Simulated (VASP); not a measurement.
# BN in VASP: notebook, part 3 of 3

VASP 6.6.1.

### 4 Single point, LDA

INCAR reads:

```
  ALGO = Normal
  EDIFF = 1E-6
  ENCUT = 600
  GGA = CA
  GGA_COMPAT = F
  ISIF = 2
  ISMEAR = 1
  LASPH = T
  LCHARG = T
  LELF = T
  LREAL = F
  LVHAR = T
  LWAVE = F
  NBANDS = 16
  NELM = 120
  PREC = Accurate
  SIGMA = 0.05
```

KPOINTS reads:

```
k-points
0
Gamma
  20 20 7
```

POSCAR reads:

```
BN
1.0
    2.4982400000      0.0000000000      0.0000000000
   -1.2491200000      2.1635393048      0.0000000000
    0.0000000000      0.0000000000      6.6357000000
N B
2 2
Direct
    0.6597840000      0.3207180000      0.2517580000
    0.3332800000      0.6657180000      0.7497540000
    0.6788360000      0.3462950000      0.7518390000
    0.3365260000      0.6643780000      0.2477510000
```

Potentials or basis: VASP PAW LDA potentials, release 64 (N, B).

On the command line:

```console
> cat potpaw_LDA.64/N/POTCAR potpaw_LDA.64/B/POTCAR > POTCAR
> mpirun -np 1 vasp_std > vasp.out
```

OUTCAR:

```text
EDIFF = 1E-6
   ENCUT = 600
   GGA = CA
   ISIF = 2
   ISMEAR = 1
   LASPH = T
   LREAL = F
   NELM = 120
   PREC = Accurate

 ion  position               nearest neighbor table
   1  0.660  0.321  0.252-   4 1.42   4 1.44   4 1.46
   2  0.333  0.666  0.750-   3 1.42   3 1.44   3 1.47
   3  0.679  0.346  0.752-   2 1.42   2 1.44   2 1.47
   4  0.337  0.664  0.248-   1 1.42   1 1.44   1 1.46

  LATTYP: Found a hexagonal cell.
 ALAT       =     2.4982400000
 C/A-ratio  =     2.6561499296

  Lattice vectors:

 A1 = (   2.4982400000,   0.0000000000,   0.0000000000)
 A2 = (  -1.2491200000,   2.1635393048,   0.0000000000)
 A3 = (   0.0000000000,   0.0000000000,   6.6357000000)

Analysis of symmetry for initial positions (statically):
=====================================================================
 Subroutine PRICEL returns:
 Original cell was already a primitive cell.

 Routine SETGRP: Setting up the symmetry group for a
 hexagonal supercell.

 Subroutine GETGRP returns: Found  1 space group operations
 (whereof  1 operations were pure point group operations)
 out of a pool of 24 trial point group operations.

The static configuration has the point symmetry C_1 .

Analysis of symmetry for dynamics (positions and initial velocities):
=====================================================================
 Subroutine PRICEL returns:
 Original cell was already a primitive cell.

 Routine SETGRP: Setting up the symmetry group for a
 hexagonal supercell.

 Subroutine GETGRP returns: Found  1 space group operations
 (whereof  1 operations were pure point group operations)
 out of a pool of 24 trial point group operations.

The dynamic configuration has the point symmetry C_1 .

 Subroutine INISYM returns: Found  1 space group operations
 (whereof  1 operations are pure point group operations),
 and found     1 'primitive' translations

----------------------------------------------------------------------------------------

                                     Primitive cell

  volume of cell :      35.8662

  direct lattice vectors                    reciprocal lattice vectors
     2.498240000  0.000000000  0.000000000     0.400281798  0.231102804  0.000000000
    -1.249120000  2.163539305  0.000000000     0.000000000  0.462205608  0.000000000
     0.000000000  0.000000000  6.635700000     0.000000000  0.000000000  0.150700002

  length of vectors
     2.498240000  2.498240000  6.635700000     0.462205608  0.462205608  0.150700002

  position of ions in fractional coordinates (direct lattice)
     0.659784000  0.320718000  0.251758000
     0.333280000  0.665718000  0.749754000
     0.678836000  0.346295000  0.751839000
     0.336526000  0.664378000  0.247751000

  ion indices of the primitive-cell ions
   primitive index   ion index
                 1           1
                 2           2
                 3           3
                 4           4

----------------------------------------------------------------------------------------

 KPOINTS: k-points

Automatic generation of k-mesh.
 Grid dimensions read from file:
 generate k-points for:   20   20    7

 Generating k-lattice:

  Cartesian coordinates                     Fractional coordinates (reciprocal lattice)
     0.020014090  0.011555140  0.000000000     0.050000000 -0.000000000  0.000000000
     0.000000000  0.023110280  0.000000000     0.000000000  0.050000000  0.000000000
     0.000000000  0.000000000  0.021528572     0.000000000  0.000000000  0.142857143

  Length of vectors
     0.023110280  0.023110280  0.021528572

  Shift w.r.t. Gamma in fractional coordinates (k-lattice)
     0.000000000  0.000000000  0.000000000

 Subroutine IBZKPT returns following result:
 ===========================================

 Found   1402 irreducible k-points:

 Following reciprocal coordinates:
            Coordinates               Weight
  0.000000  0.000000  0.000000      1.000000
  0.050000  0.000000  0.000000      2.000000
  0.000000  0.050000  0.000000      2.000000
 -0.050000  0.050000  0.000000      2.000000
  0.100000  0.000000  0.000000      2.000000
  0.000000  0.100000  0.000000      2.000000
[... 16 lines left out ...]
  0.400000 -0.000000  0.000000      2.000000
  0.000000  0.400000  0.000000      2.000000
 [... further k-points ...]
   k-points           NKPTS =   1402   k-points in BZ     NKDIM =   1402   number of bands    NBANDS=     16
   number of dos      NEDOS =    301   number of ions     NIONS =      4
   total plane-waves  NPLWV =  21600
   dimension x,y,z NGX =    20 NGY =   20 NGZ =   54
   dimension x,y,z NGXF=    40 NGYF=   40 NGZF=  108
   ions per type =               2   2
   NGX,Y,Z   is equivalent  to a cutoff of  13.31, 13.31, 13.53 a.u.
   NGXF,Y,Z  is equivalent  to a cutoff of  26.62, 26.62, 27.06 a.u.
 SYSTEM =  unknown system
   PREC   = accura    normal or accurate (medium, high low for compatibility)
   ISTART =      0    job   : 0-new  1-cont  2-samecut
   ICHARG =      2    charge: 1-file 2-atom 10-const
   ISPIN  =      1    spin polarized calculation?
   LNONCOLLINEAR =      F non collinear calculations
   LSORBIT =      F    spin-orbit coupling
   LASPH  =      T    aspherical Exc in radial PAW
   ENCUT  =  600.0 eV  44.10 Ry    6.64 a.u.   4.99  4.99 13.25*2*pi/ulx,y,z
   NELM   =    120;   NELMIN=  2; NELMDL= -5     # of ELM steps
   EDIFF  = 0.1E-05   stopping-criterion for ELM
   LREAL  =      F    real-space projection
   EDIFFG = 0.1E-04   stopping-criterion for IOM
   NSW    =      0    number of steps for IOM
   IBRION =     -1    ionic relax: 0-MD 1-quasi-New 2-CG
   NFREE  =      0    steps in history (QN), initial steepest desc. (CG)
   ISIF   =      2    stress and relaxation
   ISYM   =      2    0-nonsym 1-usesym 2-fastsym
   POTIM  = 0.5000    time-step for ionic-motion
   TEBEG  =    0.0;   TEEND  =   0.0 temperature during run
   PSTRESS=    0.0 pullay stress
   NELECT =      16.0000    total number of electrons
   NUPDOWN=      -1.0000    fix difference up-down
   EMIN   =  10.00;   EMAX   =-10.00  energy-range for DOS
   EFERMI =   0.00;   METHOD = LEGACY
   ISMEAR =     1;   SIGMA  =   0.05  broadening in eV -4-tet -1-fermi 0-gaus
   EFERMI_NEDOS =   21; number of points for ismear=-14 and -15
   IALGO  =     38    algorithm
   IMIX   =      4    mixing-type and parameters
     AMIX     =   0.40;   BMIX     =  1.00
     AMIX_MAG =   1.60;   BMIX_MAG =  1.00
  volume/ion in A,a.u.               =       8.97        60.51
  Fermi-wavevector in a.u.,A,eV,Ry     =   1.250891  2.363842 21.289433  1.564729
  Thomas-Fermi vector in A             =   2.384864
   LORBIT       =      0    0 simple, 1 ext, 2 COOP (PROOUT), +10 PAW based schemes
   GGA     = CA    functional components
   LHFCALC =     F    Hartree Fock is set to
   AEXX    =    0.0000 exact exchange contribution
   IVDW    =     0    specifies the selected vdW correction
   LEPSILON=     F    determine dielectric tensor
   LRPA    =     F    only Hartree local field effects (RPA)
 non-spin polarized calculation
 Methfessel and Paxton  Order N= 1 SIGMA  =   0.05
  energy-cutoff  :      600.00
  volume of cell :       35.87
 maximum number of plane-waves:      1223
   NGX =  9   NGY =  9   NGZ = 27

 number of electron      16.0000002 magnetization

 Free energy of the ion-electron system (eV)
  ---------------------------------------------------
  ext. energy  EPLUGINS =         0.00000000
  ---------------------------------------------------
  free energy    TOTEN  =       -38.53944691 eV

  energy without entropy =      -38.53958175  energy(sigma->0) =      -38.53949186

 E-fermi :   2.2391     XC(G=0): -10.5396

 val. band max:        2.2330523844   @ k =   0.4000   0.3000   0.0000
 cond. band min:       6.2062032168   @ k =   0.5000   0.0000   0.0000
 fundamental gap:      3.9731508324
 Fermi energy:         2.2390656941

 k-point     1 :       0.0000    0.0000    0.0000
  band No.  band energies     occupation
      1     -15.4499      2.00000
      2     -15.1339      2.00000
      3      -4.1894      2.00000
      4      -1.9693      2.00000
      5       0.4823      2.00000
      6       0.5752      2.00000
[... 8 lines left out ...]
     15      14.6528      0.00000
     16      15.1494      0.00000
[... 419 lines left out ...]
 k-point    24 :       0.0000    0.4000    0.0000
  band No.  band energies     occupation
      1     -12.7661      2.00000
      2     -12.5863      2.00000
      3      -5.9040      2.00000
      4      -5.7502      2.00000
      5      -1.9459      2.00000
      6      -1.6004      2.00000
[... 8 lines left out ...]
     15      17.0801      0.00000
     16      21.0634      0.00000

 [... further k-points ...]
[... 5 lines left out ...]
  --------------------------------------------------------------------------------------
  -------------------------------------------------------------------------------------
  Total       -0.6199710     -0.7743946     -0.1902964      0.0341681      0.0089124      0.0042750
  in kB      -27.6946761    -34.5929169     -8.5007141      1.5263193      0.3981257      0.1909669
  external PRESSURE =     -23.5961024 kB  Pullay stress =       0.0000000 kB

 VOLUME and BASIS-vectors are now :
 -----------------------------------------------------------------------------
  energy-cutoff  :      600.00
  volume of cell :       35.87
      direct lattice vectors                 reciprocal lattice vectors
     2.498240000  0.000000000  0.000000000     0.400281798  0.231102804  0.000000000
    -1.249120000  2.163539305  0.000000000     0.000000000  0.462205608  0.000000000
     0.000000000  0.000000000  6.635700000     0.000000000  0.000000000  0.150700002

 POSITION                                       TOTAL-FORCE (eV/Angst)
 -----------------------------------------------------------------------------------
      1.24768      0.69389      1.67059         0.475474      0.953999     -0.381054
      0.00105      1.44031      4.97514         0.599067      1.204997      0.216021
      1.26333      0.74922      4.98898        -0.599180     -1.207282     -0.215559
      0.01083      1.43741      1.64400        -0.475360     -0.951714      0.380591
 -----------------------------------------------------------------------------------
    total drift:                                0.000091      0.000056     -0.000035

  FREE ENERGIE OF THE ION-ELECTRON SYSTEM (eV)
  ---------------------------------------------------
  free  energy   TOTEN  =       -38.5394469147 eV

  energy  without entropy=      -38.5395817547  energy(sigma->0) =      -38.53949186
```

OSZICAR:

```text
N       E                     dE             d eps       ncg     rms          rms(c)
DAV:   1     0.523956079479E+02    0.52396E+02   -0.86632E+03 44912   0.103E+03
DAV:   2    -0.391795045667E+02   -0.91575E+02   -0.82819E+02 61960   0.223E+02
DAV:   3    -0.425436493795E+02   -0.33641E+01   -0.33473E+01 59320   0.420E+01
DAV:   4    -0.425622996499E+02   -0.18650E-01   -0.18647E-01 55608   0.366E+00
DAV:   5    -0.425624643986E+02   -0.16475E-03   -0.16475E-03 58808   0.322E-01    0.111E+01
DAV:   6    -0.390196955570E+02    0.35428E+01   -0.58188E+00 56496   0.182E+01    0.479E+00
DAV:   7    -0.386620030844E+02    0.35769E+00   -0.48349E-01 63576   0.491E+00    0.298E+00
DAV:   8    -0.385450869061E+02    0.11692E+00   -0.28018E-01 60944   0.356E+00    0.480E-01
DAV:   9    -0.385394489714E+02    0.56379E-02   -0.16955E-02 50712   0.101E+00    0.185E-01
DAV:  10    -0.385394305758E+02    0.18396E-04   -0.73188E-04 62640   0.208E-01    0.266E-02
DAV:  11    -0.385394454294E+02   -0.14854E-04   -0.21916E-05 50880   0.382E-02    0.176E-02
DAV:  12    -0.385394469874E+02   -0.15580E-05   -0.56512E-06 57272   0.167E-02    0.246E-03
DAV:  13    -0.385394469147E+02    0.72713E-07   -0.36365E-07 33040   0.454E-03
   1 F= -.38539447E+02 E0= -.38539492E+02  d E =0.134840E-03
```

stdout:

```text
POSCAR found type information on POSCAR N B
 POSCAR found :  2 types and       4 ions
 scaLAPACK will be used
 LDA part: xc-table for (Slater(with rela. corr.)+CA(PZ))
 , standard interpolation
 POSCAR, INCAR and KPOINTS ok, starting setup
 FFT: planning ... GRIDC
 FFT: planning ... GRID_SOFT
 FFT: planning ... GRID
 WAVECAR not read
 entering main loop
```

It took 11 min on 1 thread of Intel Xeon Platinum 8259CL at 2.50GHz (Skylake/Cascade Lake), shared host; peak memory 0.82 GiB.

Results:

```yaml
Free_energy: -38.5394 eV
Pressure: -2.4 GPa
Largest_force: 1.365 eV/Å
Band_gap_on_the_k_mesh: 3.97 eV (least direct gap 4.44 eV)
```

Forces in eV/Å, atoms in the order of the input:
```
N    0.475  0.954 -0.381
N    0.599  1.205  0.216
B   -0.599 -1.207 -0.216
B   -0.475 -0.952  0.381
```

Levels at points of the mesh, in eV from the valence-band top:
```
           k point  band 4  band 5  band 6  band 7  band 8  band 9  band 10  band 11  band 12  band 13
(0.00, 0.00, 0.00)   -4.20   -1.75   -1.66   -1.06   -0.98    4.88    10.02    10.97    11.09    11.88
(0.50, 0.00, 0.00)   -8.86   -4.32   -4.02   -1.55   -0.47    3.97     5.51     9.47     9.96    12.24
(0.00, 0.50, 0.00)   -8.85   -4.38   -4.04   -1.56   -0.51    4.08     5.51     9.46     9.95    12.30
(0.50, 0.50, 0.00)   -8.88   -4.20   -4.13   -1.54   -0.48    4.00     5.49     9.45     9.93    12.25
```

Caveat: forces of over 1 eV/Å act on the atoms, so gaps and moduli don't describe the material at rest.

### 5 Summary

```csv
level,potentials or basis,cell,k mesh,cutoff (eV),smearing,grid for exact exchange (PRECFOCK),share of exact exchange,screening parameter,gap on the mesh (eV),pressure (GPa)
PBE-based screened hybrid with 25 % exact exchange,"VASP PAW PBE potentials, release 64 (N, B)","as given, atomic positions A",6 × 6 × 2,520,fermi-dirac 0.05 eV,Normal,0.25,0.3 1/Å,5.35,0.4
PBEsol-based global hybrid with 25 % exact exchange,"VASP PAW PBE potentials, release 64 (N, B)","as given, atomic positions A",6 × 6 × 2,520,fermi-dirac 0.05 eV,Normal,0.25,-,6.27,-1.9
LDA,"VASP PAW LDA potentials, release 64 (N, B)","as given, atomic positions B",20 × 20 × 7,600,methfessel-paxton 0.05 eV,-,-,-,3.97,-2.4
```

Alike in all rows: task single point; no spin polarisation.

Caveats: some runs use coarse meshes; the PAW data sets were made with another functional, which shifts forces and pressure a little (at least some runs); forces of over 1 eV/Å act on the atoms, so gaps and moduli don't describe the material at rest (at least some runs).

Absolute energies hang on the potentials; compare differences alone.
